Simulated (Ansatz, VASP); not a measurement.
## One calculation of ZrZn6In3N5O5, two programs

```
CELL_PARAMETERS angstrom
0.00995 0.02288 5.51786
-0.00892 5.93924 0.02446
-8.51719 -2.95674 -0.02758
ATOMIC_POSITIONS crystal
N 0.36717 0.75129 0.81269
N 0.37753 0.51617 0.38964
N 0.36446 0.13273 0.60761
N 0.39201 0.34502 0.00906
N 0.85880 0.06090 0.78662
O 0.36824 0.94103 0.20004
O 0.88587 0.46787 0.59453
O 0.87898 0.26068 0.20141
O 0.88729 0.85475 0.38906
O 0.86887 0.68211 0.00455
Zn 0.01112 0.76304 0.79528
Zn 0.01510 0.53815 0.40990
Zn 0.00512 0.13449 0.60771
Zn 0.99836 0.91743 0.19590
Zn 0.49798 0.05783 0.79933
Zn 0.49421 0.65126 0.98182
Zr 0.50635 0.25712 0.19439
In 0.00792 0.33117 0.97469
In 0.49247 0.47176 0.61640
In 0.49767 0.86618 0.41408
```

Alike in both runs: functional PBE; k mesh 3 × 3 × 2; occupations gaussian, width 0.1 eV; no spin polarisation.

Ansatz relaxed the structure, and its values are those at the end. VASP's run is a single point on that final structure, the one shown.

|  | VASP | Ansatz |
| --- | --- | --- |
| version | VASP 6.6.1 | Ansatz 0.2.0 |
| potentials or method | VASP PAW PBE potentials, release 64 (N, O, Zn, Zr_sv, In_d), cutoff 520 eV | scalar-relativistic, plane waves, PAW |
| valence electrons in the cell | 178 | 178 |

```csv
,VASP,Ansatz,Ansatz less VASP
pressure (GPa),0.5,0.1,-0.45
rms of the force components (eV/Å),0.023,0.016,-0.0064
```

The k mesh is coarse, so the values compare programs but aren't converged.
